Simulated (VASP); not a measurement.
# CdS (Hawleyite) (F-43m) in VASP: a series of runs, part 2 of 2

VASP 6.6.1. Earlier steps stand in the parts before.

## (4) Relaxation of cell and atoms, PBE

This run uses another cell than the first one, of 24.81 Å³/atom, 0.991 times its volume.

INCAR

```
ALGO = Normal ; EDIFF = 1E-6
EDIFFG = -0.01 ; ENCUT = 600
GGA = PE ; IBRION = 2
ISIF = 3 ; ISMEAR = 0
LASPH = T ; LCHARG = F
LREAL = F ; LWAVE = F
NELM = 60 ; NSW = 100
PREC = Accurate ; SIGMA = 0.01
```

KPOINTS

```
k-points
0
Gamma
  6 6 6
```

POSCAR

```
CdS
1.0
    0.0000000000      2.9165000000      2.9165000000
    2.9165000000      0.0000000000      2.9165000000
    2.9165000000      2.9165000000      0.0000000000
Cd S
1 1
Direct
    0.0000000000      0.0000000000      0.0000000000
    0.2500000000      0.2500000000      0.2500000000
```

Potentials or basis: VASP PAW PBE potentials, release 64 (Cd, S).

Command:

```sh
$ cat potpaw_PBE.64/Cd/POTCAR potpaw_PBE.64/S/POTCAR > POTCAR
$ mpirun -np 1 vasp_std > vasp.out
```

OUTCAR:

```text
EDIFF = 1E-6
   EDIFFG = -0.01
   ENCUT = 600
   GGA = PE
   IBRION = 2
   ISIF = 3
   ISMEAR = 0
   LASPH = T
   LREAL = F
   NELM = 60
   NSW = 100
   PREC = Accurate

 ion  position               nearest neighbor table
   1  0.000  0.000  0.000-   2 2.53   2 2.53   2 2.53   2 2.53
   2  0.250  0.250  0.250-   1 2.53   1 2.53   1 2.53   1 2.53

  LATTYP: Found a face centered cubic cell.
 ALAT       =     5.8330000000

  Lattice vectors:

 A1 = (   0.0000000000,   2.9165000000,   2.9165000000)
 A2 = (   2.9165000000,   0.0000000000,   2.9165000000)
 A3 = (   2.9165000000,   2.9165000000,   0.0000000000)

Analysis of symmetry for initial positions (statically):
=====================================================================
 Subroutine PRICEL returns:
 Original cell was already a primitive cell.

[... 171 lines left out ...]
  in kB       31.8580727     31.8580727     31.8580727      0.0000000      0.0000000      0.0000000
  external PRESSURE =      31.8580727 kB  Pullay stress =       0.0000000 kB
[... 59 lines left out ...]
--------------------------------------- Ionic step        3  -------------------------------------------

 number of electron      17.9999999 magnetization

 Free energy of the ion-electron system (eV)
  ---------------------------------------------------
  ext. energy  EPLUGINS =         0.00000000
  ---------------------------------------------------
  free energy    TOTEN  =        -6.14437630 eV

  energy without entropy =       -6.14437630  energy(sigma->0) =       -6.14437630

 E-fermi :   0.9283     XC(G=0):  -8.9045

 val. band max:        0.8801207287   @ k =   0.0000   0.0000   0.0000
 cond. band min:       1.9118293679   @ k =   0.0000   0.0000   0.0000
 fundamental gap:      1.0317086392
 Fermi energy:         0.9282634961

 k-point     1 :       0.0000    0.0000    0.0000
  band No.  band energies     occupation
      1     -11.1804      2.00000
      2      -6.6758      2.00000
      3      -6.6758      2.00000
      4      -6.6758      2.00000
      5      -6.2648      2.00000
      6      -6.2648      2.00000
      7       0.8801      2.00000
      8       0.8801      2.00000
      9       0.8801      2.00000
     10       1.9118      0.00000
     11       7.4293      0.00000
     12       7.4293      0.00000
     13       7.4293      0.00000
[... 267 lines left out ...]
  FREE ENERGIE OF THE ION-ELECTRON SYSTEM (eV)
  ---------------------------------------------------
  free  energy   TOTEN  =        -6.1443763024 eV

  energy  without entropy=       -6.1443763024  energy(sigma->0) =       -6.14437630

 reached required accuracy - stopping structural energy minimisation
```

OSZICAR:

```text
N       E                     dE             d eps       ncg     rms          rms(c)
DAV:   1     0.115199843022E+03    0.11520E+03   -0.99322E+03   424   0.142E+03
DAV:   2    -0.151320460980E+01   -0.11671E+03   -0.11235E+03   496   0.305E+02
DAV:   3    -0.662450799620E+01   -0.51113E+01   -0.50965E+01   486   0.660E+01
[... 26 lines left out ...]
DAV:   3    -0.614477088654E+01    0.48723E-02   -0.14632E-02   441   0.141E+00    0.494E-01
DAV:   4    -0.614439837874E+01    0.37251E-03   -0.74853E-04   436   0.325E-01    0.114E-01
DAV:   5    -0.614436971332E+01    0.28665E-04   -0.13805E-04   491   0.183E-01    0.405E-02
DAV:   6    -0.614437657462E+01   -0.68613E-05   -0.24077E-05   441   0.640E-02    0.156E-02
DAV:   7    -0.614437630242E+01    0.27220E-06   -0.18575E-06   418   0.101E-02
   3 F= -.61443763E+01 E0= -.61443763E+01  d E =-.254048E-01
```

It took 49 s on 1 thread of Intel Xeon Platinum 8375C at 2.90GHz (Ice Lake), shared host; peak memory 0.22 GiB.

Results:

```
Free energy                            : -6.1444 eV
Relaxed volume                         : 26.15 Å³/atom
Relaxed cell                           : a = 4.198 Å, b = 4.198 Å, c = 4.198 Å, α = 60.00°, β = 60.00°, γ = 60.00°
Space group after relaxing (to 0.05 Å) : F-43m (No. 216)
Energy gained by relaxing              : 12.7 meV/atom
Ionic steps                            : 3
Pressure after relaxing                : 0.0 GPa
Band gap on the k mesh                 : 1.03 eV, direct
```

Step by step:
| step | energy change (eV) | largest force (eV/Å) | pressure (GPa) | volume (Å³) |
| --- | --- | --- | --- | --- |
| 1 | 0.0000 | 0.0000 | 3.19 | 49.62 |
| 2 | -0.0227 | 0.0000 | -0.91 | 53.24 |
| 3 | -0.0254 | 0.0000 | 0.03 | 52.30 |

Final structure:
```
Cd S
1.0
     0.00000    2.96813    2.96813
     2.96813    0.00000    2.96813
     2.96813    2.96813    0.00000
Cd S
1 1
Direct
  0.00000 0.00000 0.00000
  0.25000 0.25000 0.25000
```

Expect the measured gap to be larger: semilocal functionals such as PBE lack the derivative discontinuity. PBE usually gives volumes a little too large and moduli too small.

## (5) Relaxation of cell and atoms, r2SCAN

This run uses another cell than the first one, of 24.81 Å³/atom, 0.991 times its volume.

POSCAR is that of step 4.

INCAR.step1

```
ALGO = Normal ; EDIFF = 1E-4
ENCUT = 600 ; GGA = PE
ISMEAR = 0 ; LASPH = T
LCHARG = F ; LREAL = F
LWAVE = T ; NELM = 80
PREC = Accurate ; SIGMA = 0.01
```

INCAR.step2

```
ALGO = Normal ; EDIFF = 1E-6
EDIFFG = -0.01 ; ENCUT = 600
IBRION = 2 ; ISIF = 3
ISMEAR = 0 ; ISTART = 1
LASPH = T ; LCHARG = F
LMIXTAU = T ; LREAL = F
LWAVE = F ; METAGGA = R2SCAN
NELM = 80 ; NSW = 100
PREC = Accurate ; SIGMA = 0.01
```

KPOINTS is that of step 4.

Command:

```sh
$ cat potpaw_PBE.64/Cd/POTCAR potpaw_PBE.64/S/POTCAR > POTCAR
$ cp INCAR.step1 INCAR
$ mpirun -np 1 vasp_std > vasp.out
$ cp INCAR.step2 INCAR
$ mpirun -np 1 vasp_std > vasp.out
```

Run time: 3.9 min. Hardware: 1 thread of Intel Xeon Platinum 8375C at 2.90GHz (Ice Lake), shared host; peak memory 0.23 GiB.

It converged, with:

| Item | Value |
| --- | --- |
| Free energy | -29.6843 eV |
| Relaxed volume | 25.50 Å³/atom |
| Relaxed cell | a = 4.162 Å, b = 4.162 Å, c = 4.162 Å, α = 60.00°, β = 60.00°, γ = 60.00° |
| Space group after relaxing (to 0.05 Å) | F-43m (No. 216) |
| Energy gained by relaxing | 3.7 meV/atom |
| Ionic steps | 3 |
| Pressure after relaxing | 0.0 GPa |
| Band gap on the k mesh | 1.53 eV, direct |

The path:
```csv
step,energy change (eV),largest force (eV/Å),pressure (GPa),volume (Å³)
1,0.0000,0.0000,1.77,49.62
2,-0.0060,0.0000,-0.70,51.61
3,-0.0074,0.0000,0.00,50.99
```

Final structure:
```yaml
crystal:
  lattice:
    - [0.00000, 2.94324, 2.94324]
    - [2.94324, 0.00000, 2.94324]
    - [2.94324, 2.94324, 0.00000]
  atoms:
    - { symbol: Cd, position: [0.00000, 0.00000, 0.00000] }
    - { symbol: S, position: [0.25000, 0.25000, 0.25000] }
```

Levels at points of the mesh, in eV from the valence-band top:
```csv
k point,band 5,band 6,band 7,band 8,band 9,band 10,band 11,band 12,band 13
"(0.00, 0.00, 0.00)",-7.40,-7.40,0.00,0.00,0.00,1.53,7.08,7.08,7.08
"(0.50, 0.00, 0.00)",-7.36,-7.04,-4.30,-0.73,-0.73,3.43,7.48,7.48,7.81
"(0.50, 0.50, 0.00)",-7.32,-6.97,-3.86,-1.83,-1.83,3.88,4.72,9.67,11.38
```

Caveat: the PAW data sets were made with another functional, which shifts forces and pressure a little.

## (6) Relaxation of cell and atoms, r2SCAN+rVV10

This run uses another cell than the first one, of 24.81 Å³/atom, 0.991 times its volume.

POSCAR is that of step 5.

INCAR.step1

```
ALGO     = Normal         # electronic algorithm
EDIFF    = 1E-4           # SCF threshold, eV
ENCUT    = 600            # plane-wave cutoff, eV
GGA      = PE             # functional
ISMEAR   = 0              # smearing method
LASPH    = True           # aspherical terms in the spheres
LCHARG   = False          # write CHGCAR
LREAL    = False          # projectors in reciprocal space
LWAVE    = True           # write WAVECAR
NELM     = 100            # most SCF steps
PREC     = Accurate       # precision mode
SIGMA    = 0.01           # smearing width, eV
```

INCAR.step2

```
ALGO     = Normal         # electronic algorithm
BPARAM   = 11.95        
CPARAM   = 0.0093       
EDIFF    = 1E-7           # SCF threshold, eV
EDIFFG   = -0.01          # ionic threshold
ENCUT    = 600            # plane-wave cutoff, eV
IBRION   = 2              # ionic algorithm
ISIF     = 3              # what is computed and relaxed
ISMEAR   = 0              # smearing method
ISTART   = 1            
IVDW_NL  = 2            
LASPH    = True           # aspherical terms in the spheres
LCHARG   = False          # write CHGCAR
LMIXTAU  = True         
LREAL    = False          # projectors in reciprocal space
LUSE_VDW = True         
LWAVE    = False          # write WAVECAR
METAGGA  = R2SCAN         # meta-GGA
NELM     = 100            # most SCF steps
NSW      = 100            # ionic steps
PREC     = Accurate       # precision mode
SIGMA    = 0.01           # smearing width, eV
```

KPOINTS is that of step 5.

Potentials or basis: VASP PAW PBE potentials, release 64 (Cd, S).

Command:

```sh
$ cat potpaw_PBE.64/Cd/POTCAR potpaw_PBE.64/S/POTCAR > POTCAR
$ cp INCAR.step1 INCAR
$ mpirun -np 1 vasp_std > vasp.out
$ cp INCAR.step2 INCAR
$ mpirun -np 1 vasp_std > vasp.out
```

Wall time 8.9 min (1 thread of Intel Xeon Platinum 8375C at 2.90GHz (Ice Lake), shared host); peak memory 0.4 GiB.

Results (log left out):

| Item | Value |
| --- | --- |
| Free energy | -29.1167 eV |
| Relaxed volume | 25.17 Å³/atom |
| Relaxed cell | a = 4.145 Å, b = 4.145 Å, c = 4.145 Å, α = 60.00°, β = 60.00°, γ = 60.00° |
| Space group after relaxing (to 0.05 Å) | F-43m (No. 216) |
| Energy gained by relaxing | 1.1 meV/atom |
| Ionic steps | 3 |
| Pressure after relaxing | 0.0 GPa |
| Band gap on the k mesh | 1.50 eV, direct |

Step by step:
```
step  energy change (eV)  largest force (eV/Å)  pressure (GPa)  volume (Å³)
   1              0.0000                0.0000            0.96        49.62
   2             -0.0017                0.0000           -0.41        50.69
   3             -0.0022                0.0000            0.00        50.35
```

Final structure:
```yaml
crystal:
  lattice:
    - [0.00000, 2.93079, 2.93079]
    - [2.93079, 0.00000, 2.93079]
    - [2.93079, 2.93079, 0.00000]
  atoms:
    - { symbol: Cd, position: [0.00000, 0.00000, 0.00000] }
    - { symbol: S, position: [0.25000, 0.25000, 0.25000] }
```

Levels at points of the mesh, in eV from the valence-band top:
```csv
k point,band 7,band 8,band 9,band 10,band 11,band 12
"(0.00, 0.00, 0.00)",0.00,0.00,0.00,1.50,7.05,7.05
"(0.50, 0.00, 0.00)",-4.40,-0.75,-0.75,3.41,7.44,7.44
"(0.50, 0.50, 0.00)",-3.92,-1.88,-1.88,3.78,4.71,9.64
```

Caveat: the PAW data sets were made with another functional, which shifts forces and pressure a little.

## (7) Overview

| task | level | cell | cutoff (eV) | gap on the mesh (eV) | pressure (GPa) | relaxed volume (Å³/atom) |
| --- | --- | --- | --- | --- | --- | --- |
| single point | r2SCAN+rVV10 | a = 4.137 Å, angles 60.0°, 2 atoms | 520 | 1.51 | 0.4 | - |
| relaxation of cell and atoms | PBE+D3(BJ) | relaxed from a = 4.125 Å, angles 60.0°, 2 atoms | 600 | 1.11 | 0.0 | 25.19 |
| relaxation of cell and atoms | PBE | relaxed from a = 4.125 Å, angles 60.0°, 2 atoms | 600 | 1.03 | 0.0 | 26.15 |
| relaxation of cell and atoms | r2SCAN | relaxed from a = 4.125 Å, angles 60.0°, 2 atoms | 600 | 1.53 | 0.0 | 25.50 |
| relaxation of cell and atoms | r2SCAN+rVV10 | relaxed from a = 4.125 Å, angles 60.0°, 2 atoms | 600 | 1.50 | 0.0 | 25.17 |

Alike in all rows: potentials or basis VASP PAW PBE potentials, release 64 (Cd, S); no spin polarisation; k mesh 6 × 6 × 6; smearing gaussian 0.01 eV.

Caveats: the PAW data sets were made with another functional, which shifts forces and pressure a little (some runs).

Absolute energies hang on the potentials; compare differences alone.
